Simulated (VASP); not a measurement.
# AlPt (P2_13) in VASP: further runs, part 2 of 3

VASP 6.6.1. Earlier steps stand in the parts before.

### 3 Single point, PBEsol

This run uses another cell than the first one, of 13.36 Å³/atom, 1.045 times its volume.

INCAR reads:

```
PREC = Accurate
ENCUT = 520
EDIFF = 1E-7
ISMEAR = 0
SIGMA = 0.1
LREAL = F
LASPH = T
NELM = 80
ALGO = Normal
ISIF = 2
LWAVE = F
LCHARG = F
GGA = PS
NBANDS = 36
```

KPOINTS reads:

```
regular mesh
0
Gamma
  6 6 6
```

POSCAR reads:

```
AlPt
1.0
    4.7451947471      0.0000000000      0.0000000000
    0.0000000000      4.7451947471      0.0000000000
    0.0000000000      0.0000000000      4.7451947471
Al Pt
4 4
Direct
    0.8440320000      0.8440320000      0.8440320000
    0.6559680000      0.1559680000      0.3440320000
    0.3440320000      0.6559680000      0.1559680000
    0.1559680000      0.3440320000      0.6559680000
    0.1550630000      0.1550630000      0.1550630000
    0.3449370000      0.8449370000      0.6550630000
    0.6550630000      0.3449370000      0.8449370000
    0.8449370000      0.6550630000      0.3449370000
```

Potentials or basis: VASP PAW PBE potentials, release 64 (Al, Pt).

Started as:

```sh
$ cat potpaw_PBE.64/Al/POTCAR potpaw_PBE.64/Pt/POTCAR > POTCAR
$ mpirun -np 1 vasp_std > vasp.out
```

OUTCAR:

```text
PREC = Accurate
   ENCUT = 520
   EDIFF = 1E-7
   ISMEAR = 0
   LREAL = F
   LASPH = T
   NELM = 80
   ISIF = 2
   GGA = PS

 ion  position               nearest neighbor table
   1  0.844  0.844  0.844-   6 2.53   7 2.53   8 2.53   6 2.54   7 2.54   8 2.54   5 2.56   3 2.94
                             4 2.94   2 2.94   2 2.94   4 2.94   3 2.94
   2  0.656  0.156  0.344-   5 2.53   7 2.53   8 2.53   7 2.54   8 2.54   5 2.54   6 2.56   1 2.94
                             1 2.94   3 2.94   3 2.94   4 2.94   4 2.94
   3  0.344  0.656  0.156-   5 2.53   6 2.53   8 2.53   8 2.54   6 2.54   5 2.54   7 2.56   1 2.94
                             4 2.94   2 2.94   2 2.94   4 2.94   1 2.94
   4  0.156  0.344  0.656-   5 2.53   6 2.53   7 2.53   6 2.54   5 2.54   7 2.54   8 2.56   1 2.94
                             3 2.94   2 2.94   1 2.94   2 2.94   3 2.94
   5  0.155  0.155  0.155-   2 2.53   3 2.53   4 2.53   2 2.54   3 2.54   4 2.54   1 2.56   6 2.93
                             8 2.93   6 2.93   8 2.93   7 2.93   7 2.93
   6  0.345  0.845  0.655-   1 2.53   3 2.53   4 2.53   3 2.54   4 2.54   1 2.54   2 2.56   5 2.93
                             5 2.93   7 2.93   7 2.93   8 2.93   8 2.93
   7  0.655  0.345  0.845-   1 2.53   2 2.53   4 2.53   4 2.54   2 2.54   1 2.54   3 2.56   6 2.93
                             8 2.93   8 2.93   6 2.93   5 2.93   5 2.93
   8  0.845  0.655  0.345-   1 2.53   2 2.53   3 2.53   2 2.54   1 2.54   3 2.54   4 2.56   5 2.93
                             7 2.93   5 2.93   7 2.93   6 2.93   6 2.93

  LATTYP: Found a simple cubic cell.
 ALAT       =     4.7451947471

  Lattice vectors:

 A1 = (   4.7451947471,   0.0000000000,   0.0000000000)
 A2 = (   0.0000000000,   4.7451947471,   0.0000000000)
 A3 = (   0.0000000000,   0.0000000000,   4.7451947471)

Analysis of symmetry for initial positions (statically):
=====================================================================
 Subroutine PRICEL returns:
 Original cell was already a primitive cell.

 Routine SETGRP: Setting up the symmetry group for a
 simple cubic supercell.

 Subroutine GETGRP returns: Found 12 space group operations
 (whereof  3 operations were pure point group operations)
 out of a pool of 48 trial point group operations.

The static configuration has the point symmetry C_3 .
 The point group associated with its full space group is T   .

Analysis of symmetry for dynamics (positions and initial velocities):
=====================================================================
 Subroutine PRICEL returns:
 Original cell was already a primitive cell.

 Routine SETGRP: Setting up the symmetry group for a
 simple cubic supercell.

 Subroutine GETGRP returns: Found 12 space group operations
 (whereof  3 operations were pure point group operations)
 out of a pool of 48 trial point group operations.

The dynamic configuration has the point symmetry C_3 .
 The point group associated with its full space group is T   .

 Subroutine INISYM returns: Found 12 space group operations
 (whereof  3 operations are pure point group operations),
 and found     1 'primitive' translations

----------------------------------------------------------------------------------------

                                     Primitive cell

  volume of cell :     106.8469

[... 62 lines left out ...]
  0.333333  0.166667  0.000000     12.000000
[... 16 lines left out ...]
  0.500000  0.500000  0.333333      6.000000
  0.500000  0.500000  0.500000      1.000000
   k-points           NKPTS =     24   k-points in BZ     NKDIM =     24   number of bands    NBANDS=     36
   number of dos      NEDOS =    301   number of ions     NIONS =      8
   total plane-waves  NPLWV =  46656
   dimension x,y,z NGX =    36 NGY =   36 NGZ =   36
   dimension x,y,z NGXF=    72 NGYF=   72 NGZF=   72
   ions per type =               4   4
   NGX,Y,Z   is equivalent  to a cutoff of  12.61, 12.61, 12.61 a.u.
   NGXF,Y,Z  is equivalent  to a cutoff of  25.22, 25.22, 25.22 a.u.
 SYSTEM =  unknown system
   PREC   = accura    normal or accurate (medium, high low for compatibility)
   ISTART =      0    job   : 0-new  1-cont  2-samecut
   ICHARG =      2    charge: 1-file 2-atom 10-const
   ISPIN  =      1    spin polarized calculation?
   LNONCOLLINEAR =      F non collinear calculations
   LSORBIT =      F    spin-orbit coupling
   LASPH  =      T    aspherical Exc in radial PAW
   ENCUT  =  520.0 eV  38.22 Ry    6.18 a.u.   8.82  8.82  8.82*2*pi/ulx,y,z
   NELM   =     80;   NELMIN=  2; NELMDL= -5     # of ELM steps
   EDIFF  = 0.1E-06   stopping-criterion for ELM
   LREAL  =      F    real-space projection
   EDIFFG = 0.1E-05   stopping-criterion for IOM
   NSW    =      0    number of steps for IOM
   IBRION =     -1    ionic relax: 0-MD 1-quasi-New 2-CG
   NFREE  =      0    steps in history (QN), initial steepest desc. (CG)
   ISIF   =      2    stress and relaxation
   ISYM   =      2    0-nonsym 1-usesym 2-fastsym
   POTIM  = 0.5000    time-step for ionic-motion
   TEBEG  =    0.0;   TEEND  =   0.0 temperature during run
   PSTRESS=    0.0 pullay stress
   NELECT =      52.0000    total number of electrons
   NUPDOWN=      -1.0000    fix difference up-down
   EMIN   =  10.00;   EMAX   =-10.00  energy-range for DOS
   EFERMI =   0.00;   METHOD = LEGACY
   ISMEAR =     0;   SIGMA  =   0.10  broadening in eV -4-tet -1-fermi 0-gaus
   EFERMI_NEDOS =   21; number of points for ismear=-14 and -15
   IALGO  =     38    algorithm
   IMIX   =      4    mixing-type and parameters
     AMIX     =   0.40;   BMIX     =  1.00
     AMIX_MAG =   1.60;   BMIX_MAG =  1.00
  volume/ion in A,a.u.               =      13.36        90.13
  Fermi-wavevector in a.u.,A,eV,Ry     =   1.287721  2.433441 22.561539  1.658226
  Thomas-Fermi vector in A             =   2.419719
   LORBIT       =      0    0 simple, 1 ext, 2 COOP (PROOUT), +10 PAW based schemes
   GGA     = PS    functional components
   LHFCALC =     F    Hartree Fock is set to
   AEXX    =    0.0000 exact exchange contribution
   IVDW    =     0    specifies the selected vdW correction
   LEPSILON=     F    determine dielectric tensor
   LRPA    =     F    only Hartree local field effects (RPA)
 non-spin polarized calculation
 Gauss-broadening in eV      SIGMA  =   0.10
  energy-cutoff  :      520.00
  volume of cell :      106.85
 maximum number of plane-waves:      2902
   NGX = 17   NGY = 17   NGZ = 17

 number of electron      52.0000007 magnetization

 Free energy of the ion-electron system (eV)
  ---------------------------------------------------
  ext. energy  EPLUGINS =         0.00000000
  ---------------------------------------------------
  free energy    TOTEN  =       -52.19276040 eV

  energy without entropy =      -52.18462978  energy(sigma->0) =      -52.18869509

 E-fermi :  11.7186     XC(G=0): -12.6923

 val. band max:       11.6801412004   @ k =  -0.3333   0.5000   0.0000
 cond. band min:      12.0120217498   @ k =   0.3333   0.3333   0.3333
 fundamental gap:      0.3318805494
 Fermi energy:        11.7186423955

 k-point     1 :       0.0000    0.0000    0.0000
  band No.  band energies     occupation
      1      -0.2817      2.00000
      2       4.2069      2.00000
      3       4.2069      2.00000
      4       4.2069      2.00000
      5       5.7048      2.00000
      6       5.7048      2.00000
[... 925 lines left out ...]
     35      19.1991      0.00000
     36      19.1991      0.00000

------------------------ aborting loop because EDIFF is reached ----------------------------------------

  FORCE on cell =-STRESS in cart. coord.  units (eV):
  Direction    XX          YY          ZZ          XY          YZ          ZX
  --------------------------------------------------------------------------------------
  -------------------------------------------------------------------------------------
  Total       12.4599720     12.4599720     12.4599720      0.0000000     -0.0000000      0.0000000
  in kB      186.8381365    186.8381365    186.8381365      0.0000000     -0.0000000      0.0000000
  external PRESSURE =     186.8381365 kB  Pullay stress =       0.0000000 kB

 VOLUME and BASIS-vectors are now :
 -----------------------------------------------------------------------------
  energy-cutoff  :      520.00
  volume of cell :      106.85
      direct lattice vectors                 reciprocal lattice vectors
     4.745194747  0.000000000  0.000000000     0.210739507  0.000000000  0.000000000
     0.000000000  4.745194747  0.000000000     0.000000000  0.210739507  0.000000000
     0.000000000  0.000000000  4.745194747     0.000000000  0.000000000  0.210739507

 POSITION                                       TOTAL-FORCE (eV/Angst)
 -----------------------------------------------------------------------------------
      4.00510      4.00510      4.00510         0.051577      0.051577      0.051577
      3.11270      0.74010      1.63250        -0.051577     -0.051577      0.051577
      1.63250      3.11270      0.74010         0.051577     -0.051577     -0.051577
      0.74010      1.63250      3.11270        -0.051577      0.051577     -0.051577
      0.73580      0.73580      0.73580        -0.033381     -0.033381     -0.033381
      1.63679      4.00939      3.10840         0.033381      0.033381     -0.033381
      3.10840      1.63679      4.00939        -0.033381      0.033381      0.033381
      4.00939      3.10840      1.63679         0.033381     -0.033381      0.033381
 -----------------------------------------------------------------------------------
    total drift:                                0.000000      0.000000     -0.000000

  FREE ENERGIE OF THE ION-ELECTRON SYSTEM (eV)
  ---------------------------------------------------
  free  energy   TOTEN  =       -52.1927603981 eV

  energy  without entropy=      -52.1846297782  energy(sigma->0) =      -52.18869509
```

Run time: 64 s. Hardware: 1 thread of Intel Xeon Platinum 8488C (Sapphire Rapids), shared host; peak memory 0.24 GiB.

Results:

| Item | Value |
| --- | --- |
| Free energy | -52.1928 eV |
| Pressure | 18.7 GPa |
| Largest force | 0.089 eV/Å |
| Band gap on the k mesh | zero (band 26 reaches 12.05 eV, above the bottom of band 27 at 10.89 eV) |

Forces in eV/Å, atoms in the order of the input:
```
Al   0.052  0.052  0.052
Al  -0.052 -0.052  0.052
Al   0.052 -0.052 -0.052
Al  -0.052  0.052 -0.052
Pt  -0.033 -0.033 -0.033
Pt   0.033  0.033 -0.033
Pt  -0.033  0.033  0.033
Pt   0.033 -0.033  0.033
```

Levels at points of the mesh, in eV from the Fermi level:
```
           k point  band 24  band 25  band 26  band 27  band 28  band 29
(0.00, 0.00, 0.00)    -1.91    -0.20    -0.20    -0.20     4.51     4.51
(0.50, 0.00, 0.00)    -1.63    -0.76    -0.76     1.39     1.39     3.08
(0.50, 0.50, 0.00)    -2.39     0.33     0.33     1.44     1.44     3.08
(0.50, 0.50, 0.50)    -2.73    -0.83    -0.83    -0.83    -0.83     6.82
```

Caveat: the PAW data sets were made with another functional, which shifts forces and pressure a little; spin-orbit coupling is left out, which moves the levels of the heavy elements.

### 4 Single point, PBEsol

This run uses another cell than the first one, of 13.94 Å³/atom, 1.091 times its volume.

INCAR reads:

```
SYSTEM = AlPt
ALGO = Normal ; EDIFF = 1E-6
ENCUT = 520 ; GGA = PS
ISIF = 2 ; ISMEAR = 0
LASPH = .TRUE. ; LCHARG = .FALSE.
LREAL = .FALSE. ; LWAVE = .FALSE.
NBANDS = 36 ; NELM = 80
PREC = Accurate ; SIGMA = 0.1
```

KPOINTS reads:

```
k-points
0
G
  6 6 6
  0 0 0
```

Changes to POSCAR since step 3:

```diff
@@ -2,5 +2,5 @@
 1.0
-    4.7451947471      0.0000000000      0.0000000000
-    0.0000000000      4.7451947471      0.0000000000
-    0.0000000000      0.0000000000      4.7451947471
+    4.8129924033      0.0000000000      0.0000000000
+    0.0000000000      4.8129924033      0.0000000000
+    0.0000000000      0.0000000000      4.8129924033
 Al Pt
```

Started as:

```sh
$ cat potpaw_PBE.64/Al/POTCAR potpaw_PBE.64/Pt/POTCAR > POTCAR
$ mpirun -np 1 vasp_std > vasp.out
```

Wall time 58 s (1 thread of Intel Xeon Platinum 8488C (Sapphire Rapids), shared host); peak memory 0.24 GiB.

The run converged. Its results:

- Free energy: -52.5686 eV
- Pressure: 7.5 GPa
- Largest force: 0.057 eV/Å
- Band gap on the k mesh: zero (band 26 reaches 11.36 eV, above the bottom of band 27 at 10.20 eV)

Forces in eV/Å, atoms in the order of the input:
```
Al   0.024  0.024  0.024
Al  -0.024 -0.024  0.024
Al   0.024 -0.024 -0.024
Al  -0.024  0.024 -0.024
Pt  -0.033 -0.033 -0.033
Pt   0.033  0.033 -0.033
Pt  -0.033  0.033  0.033
Pt   0.033 -0.033  0.033
```

Levels at points of the mesh, in eV from the Fermi level:
```
           k point  band 23  band 24  band 25  band 26  band 27  band 28  band 29  band 30
(0.00, 0.00, 0.00)    -1.83    -1.83    -0.22    -0.22    -0.22     4.34     4.34     4.34
(0.50, 0.00, 0.00)    -1.57    -1.57    -0.73    -0.73     1.29     1.29     2.88     2.88
(0.50, 0.50, 0.00)    -2.29    -2.29     0.33     0.33     1.36     1.36     2.92     2.92
(0.50, 0.50, 0.50)    -2.62    -2.62    -0.83    -0.83    -0.83    -0.83     6.66     6.66
```

Caveat: the PAW data sets were made with another functional, which shifts forces and pressure a little; spin-orbit coupling is left out, which moves the levels of the heavy elements.

[end of part 2 of 3]
